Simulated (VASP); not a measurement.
# Rh (Fm-3m) in VASP: further runs

Rh is run at these levels: PBE; tasks: single point.

Everything below comes from runs of VASP 6.6.1. Logs are shortened: lines on timing, memory, paths and dates and some standing lists are left out, and cuts for length are marked.

### 1 The cell of the first run

It takes space group Fm-3m (No. 225, cubic). Conventional cell: a = 3.711 Å, b = 3.711 Å, c = 3.711 Å, α = 90.00°, β = 90.00°, γ = 90.00°. Rh (site symmetry m-3m) has 12 Rh at 2.62 Å within 3.5 Å.

### 2 Single point, PBE (volume scaled by 0.91)

INCAR reads:

```
  PREC = Accurate
  ENCUT = 520
  EDIFF = 1E-7
  ISMEAR = 0
  SIGMA = 0.1
  LREAL = False
  LASPH = True
  NELM = 100
  ALGO = Normal
  ISIF = 2
  LWAVE = False
  LCHARG = True
  GGA = PE
  LELF = True
  LVHAR = True
  NBANDS = 14
```

KPOINTS reads:

```
regular mesh
0
Gamma
  18 18 18
```

POSCAR reads:

```
Rh
1.0
    0.0000000000      1.8557241556      1.8557241556
    1.8557241556      0.0000000000      1.8557241556
    1.8557241556      1.8557241556      0.0000000000
Rh
1
Direct
    0.0000000000      0.0000000000      0.0000000000
```

Potentials or basis: VASP PAW PBE potentials, release 64 (Rh_pv).

On the command line:

```
$ cat potpaw_PBE.64/Rh_pv/POTCAR > POTCAR
$ mpirun -np 1 vasp_std > vasp.out
```

OUTCAR:

```text
PREC = Accurate
   ENCUT = 520
   EDIFF = 1E-7
   ISMEAR = 0
   LREAL = False
   LASPH = True
   NELM = 100
   ISIF = 2
   GGA = PE

 ion  position               nearest neighbor table
   1  0.000  0.000  0.000-

  LATTYP: Found a face centered cubic cell.
 ALAT       =     3.7114483112

  Lattice vectors:

 A1 = (   0.0000000000,   1.8557241556,   1.8557241556)
 A2 = (   1.8557241556,   0.0000000000,   1.8557241556)
 A3 = (   1.8557241556,   1.8557241556,   0.0000000000)

Analysis of symmetry for initial positions (statically):
=====================================================================
 Subroutine PRICEL returns:
 Original cell was already a primitive cell.

 Routine SETGRP: Setting up the symmetry group for a
 face centered cubic supercell.

 Subroutine GETGRP returns: Found 48 space group operations
 (whereof 48 operations were pure point group operations)
 out of a pool of 48 trial point group operations.

The static configuration has the point symmetry O_h .

Analysis of symmetry for dynamics (positions and initial velocities):
=====================================================================
 Subroutine PRICEL returns:
 Original cell was already a primitive cell.

 Routine SETGRP: Setting up the symmetry group for a
 face centered cubic supercell.

 Subroutine GETGRP returns: Found 48 space group operations
 (whereof 48 operations were pure point group operations)
 out of a pool of 48 trial point group operations.

The dynamic configuration has the point symmetry O_h .

 Subroutine INISYM returns: Found 48 space group operations
 (whereof 48 operations are pure point group operations),
 and found     1 'primitive' translations

----------------------------------------------------------------------------------------

                                     Primitive cell

  volume of cell :      12.7812

  direct lattice vectors                    reciprocal lattice vectors
     0.000000000  1.855724156  1.855724156    -0.269436596  0.269436596  0.269436596
     1.855724156  0.000000000  1.855724156     0.269436596 -0.269436596  0.269436596
     1.855724156  1.855724156  0.000000000     0.269436596  0.269436596 -0.269436596

  length of vectors
     2.624390269  2.624390269  2.624390269     0.466677874  0.466677874  0.466677874

  position of ions in fractional coordinates (direct lattice)
     0.000000000  0.000000000  0.000000000

  ion indices of the primitive-cell ions
   primitive index   ion index
                 1           1

----------------------------------------------------------------------------------------

 KPOINTS: regular mesh

Automatic generation of k-mesh.
 Grid dimensions read from file:
 generate k-points for:   18   18   18

 Generating k-lattice:

  Cartesian coordinates                     Fractional coordinates (reciprocal lattice)
    -0.014968700  0.014968700  0.014968700     0.055555556  0.000000000  0.000000000
     0.014968700 -0.014968700  0.014968700     0.000000000  0.055555556  0.000000000
     0.014968700  0.014968700 -0.014968700     0.000000000  0.000000000  0.055555556

  Length of vectors
     0.025926549  0.025926549  0.025926549

  Shift w.r.t. Gamma in fractional coordinates (k-lattice)
     0.000000000  0.000000000  0.000000000

 Subroutine IBZKPT returns following result:
 ===========================================

 Found    195 irreducible k-points:

 Following reciprocal coordinates:
            Coordinates               Weight
  0.000000  0.000000  0.000000      1.000000
  0.055556  0.000000  0.000000      8.000000
  0.111111  0.000000  0.000000      8.000000
  0.166667  0.000000  0.000000      8.000000
  0.222222  0.000000  0.000000      8.000000
  0.277778  0.000000  0.000000      8.000000
[... 16 lines left out ...]
 -0.277778  0.055556  0.000000     24.000000
 -0.222222  0.055556  0.000000     24.000000
 [... further k-points ...]
   k-points           NKPTS =    195   k-points in BZ     NKDIM =    195   number of bands    NBANDS=     14
   number of dos      NEDOS =    301   number of ions     NIONS =      1
   total plane-waves  NPLWV =   8000
   dimension x,y,z NGX =    20 NGY =   20 NGZ =   20
   dimension x,y,z NGXF=    40 NGYF=   40 NGZF=   40
   ions per type =               1
   NGX,Y,Z   is equivalent  to a cutoff of  12.67, 12.67, 12.67 a.u.
   NGXF,Y,Z  is equivalent  to a cutoff of  25.34, 25.34, 25.34 a.u.
 SYSTEM =  unknown system
   PREC   = accura    normal or accurate (medium, high low for compatibility)
   ISTART =      0    job   : 0-new  1-cont  2-samecut
   ICHARG =      2    charge: 1-file 2-atom 10-const
   ISPIN  =      1    spin polarized calculation?
   LNONCOLLINEAR =      F non collinear calculations
   LSORBIT =      F    spin-orbit coupling
   LASPH  =      T    aspherical Exc in radial PAW
   ENCUT  =  520.0 eV  38.22 Ry    6.18 a.u.   4.88  4.88  4.88*2*pi/ulx,y,z
   NELM   =    100;   NELMIN=  2; NELMDL= -5     # of ELM steps
   EDIFF  = 0.1E-06   stopping-criterion for ELM
   LREAL  =      F    real-space projection
   EDIFFG = 0.1E-05   stopping-criterion for IOM
   NSW    =      0    number of steps for IOM
   IBRION =     -1    ionic relax: 0-MD 1-quasi-New 2-CG
   NFREE  =      0    steps in history (QN), initial steepest desc. (CG)
   ISIF   =      2    stress and relaxation
   ISYM   =      2    0-nonsym 1-usesym 2-fastsym
   POTIM  = 0.5000    time-step for ionic-motion
   TEBEG  =    0.0;   TEEND  =   0.0 temperature during run
   PSTRESS=    0.0 pullay stress
   NELECT =      15.0000    total number of electrons
   NUPDOWN=      -1.0000    fix difference up-down
   EMIN   =  10.00;   EMAX   =-10.00  energy-range for DOS
   EFERMI =   0.00;   METHOD = LEGACY
   ISMEAR =     0;   SIGMA  =   0.10  broadening in eV -4-tet -1-fermi 0-gaus
   EFERMI_NEDOS =   21; number of points for ismear=-14 and -15
   IALGO  =     38    algorithm
   IMIX   =      4    mixing-type and parameters
     AMIX     =   0.40;   BMIX     =  1.00
     AMIX_MAG =   1.60;   BMIX_MAG =  1.00
  volume/ion in A,a.u.               =      12.78        86.25
  Fermi-wavevector in a.u.,A,eV,Ry     =   1.726826  3.263227 40.571579  2.981927
  Thomas-Fermi vector in A             =   2.802065
   LORBIT       =      0    0 simple, 1 ext, 2 COOP (PROOUT), +10 PAW based schemes
   GGA     = PE    functional components
   LHFCALC =     F    Hartree Fock is set to
   AEXX    =    0.0000 exact exchange contribution
   IVDW    =     0    specifies the selected vdW correction
   LEPSILON=     F    determine dielectric tensor
   LRPA    =     F    only Hartree local field effects (RPA)
 non-spin polarized calculation
 Gauss-broadening in eV      SIGMA  =   0.10
  energy-cutoff  :      520.00
  volume of cell :       12.78
 maximum number of plane-waves:       354
   NGX =  9   NGY =  9   NGZ =  9

 number of electron      14.9999994 magnetization

 Free energy of the ion-electron system (eV)
  ---------------------------------------------------
  ext. energy  EPLUGINS =         0.00000000
  ---------------------------------------------------
  free energy    TOTEN  =        -7.14968794 eV

  energy without entropy =       -7.14364004  energy(sigma->0) =       -7.14666399

 E-fermi :  13.3025     XC(G=0): -14.5089

 val. band max:       13.3005173747   @ k =   0.5000   0.3889   0.0556
 cond. band min:      13.3098287397   @ k =  -0.4444   0.3333   0.1667
 fundamental gap:      0.0093113650
 Fermi energy:        13.3024831591

 k-point     1 :       0.0000    0.0000    0.0000
  band No.  band energies     occupation
      1     -33.2175      2.00000
      2     -33.2175      2.00000
      3     -33.2175      2.00000
      4       4.7911      2.00000
      5       9.8466      2.00000
      6       9.8466      2.00000
      7       9.8466      2.00000
      8      12.1866      2.00000
      9      12.1866      2.00000
     10      29.2114      0.00000
     11      33.6008      0.00000
     12      35.0951      0.00000
     13      35.0951      0.00000
     14      35.0951      0.00000

 k-point     2 :       0.0556    0.0000    0.0000
  band No.  band energies     occupation
      1     -33.2471      2.00000
      2     -33.2214      2.00000
      3     -33.2214      2.00000
      4       4.9251      2.00000
      5       9.7834      2.00000
      6       9.9008      2.00000
      7       9.9008      2.00000
      8      12.1543      2.00000
      9      12.1543      2.00000
     10      29.4196      0.00000
     11      33.5998      0.00000
     12      34.3838      0.00000
     13      35.3011      0.00000
     14      35.3011      0.00000

 k-point     3 :       0.1111    0.0000    0.0000
  band No.  band energies     occupation
      1     -33.3317      2.00000
      2     -33.2326      2.00000
      3     -33.2326      2.00000
      4       5.3078      2.00000
      5       9.6269      2.00000
      6      10.0427      2.00000
      7      10.0427      2.00000
      8      12.0842      2.00000
      9      12.0842      2.00000
     10      29.9849      0.00000
     11      32.9083      0.00000
     12      33.6033      0.00000
     13      35.9010      0.00000
     14      35.9010      0.00000
[... 324 lines left out ...]
 k-point    23 :      -0.2778    0.0556    0.0000
  band No.  band energies     occupation
      1     -33.8299      2.00000
      2     -33.3323      2.00000
      3     -33.2911      2.00000
      4       6.8899      2.00000
      5      10.0210      2.00000
      6      10.2162      2.00000
      7      10.2657      2.00000
      8      12.3748      2.00000
      9      13.2358      1.65410
     10      27.6071      0.00000
     11      30.8346      0.00000
     12      33.6018      0.00000
     13      36.9593      0.00000
     14      39.0820      0.00000

 k-point    24 :      -0.2222    0.0556    0.0000
  band No.  band energies     occupation
      1     -33.6732      2.00000
      2     -33.3094      2.00000
      3     -33.2683      2.00000
      4       6.6863      2.00000
      5       9.4944      2.00000
      6      10.2798      2.00000
      7      10.3352      2.00000
      8      11.9563      2.00000
      9      12.7291      2.00000
     10      29.2451      0.00000
     11      31.3058      0.00000
     12      33.6016      0.00000
     13      37.0640      0.00000
     14      38.9054      0.00000

 [... further k-points ...]

------------------------ aborting loop because EDIFF is reached ----------------------------------------

  FORCE on cell =-STRESS in cart. coord.  units (eV):
  Direction    XX          YY          ZZ          XY          YZ          ZX
  --------------------------------------------------------------------------------------
  -------------------------------------------------------------------------------------
  Total        2.4731388      2.4731388      2.4731388     -0.0000000     -0.0000000      0.0000000
  in kB      310.0193582    310.0193582    310.0193582     -0.0000000     -0.0000000      0.0000000
  external PRESSURE =     310.0193582 kB  Pullay stress =       0.0000000 kB

 VOLUME and BASIS-vectors are now :
 -----------------------------------------------------------------------------
  energy-cutoff  :      520.00
  volume of cell :       12.78
      direct lattice vectors                 reciprocal lattice vectors
     0.000000000  1.855724156  1.855724156    -0.269436596  0.269436596  0.269436596
     1.855724156  0.000000000  1.855724156     0.269436596 -0.269436596  0.269436596
     1.855724156  1.855724156  0.000000000     0.269436596  0.269436596 -0.269436596

 POSITION                                       TOTAL-FORCE (eV/Angst)
 -----------------------------------------------------------------------------------
      0.00000      0.00000      0.00000         0.000000      0.000000      0.000000
 -----------------------------------------------------------------------------------
    total drift:                               -0.000000     -0.000000     -0.000000

  FREE ENERGIE OF THE ION-ELECTRON SYSTEM (eV)
  ---------------------------------------------------
  free  energy   TOTEN  =        -7.1496879391 eV

  energy  without entropy=       -7.1436400408  energy(sigma->0) =       -7.14666399
```

Wall time 28 s (1 thread of AMD EPYC 7R13, shared host); peak memory 0.12 GiB.

What came out:

```
Free energy : -7.1497 eV
Pressure    : 31.0 GPa
```

(Part 1 of 2 ends here.)
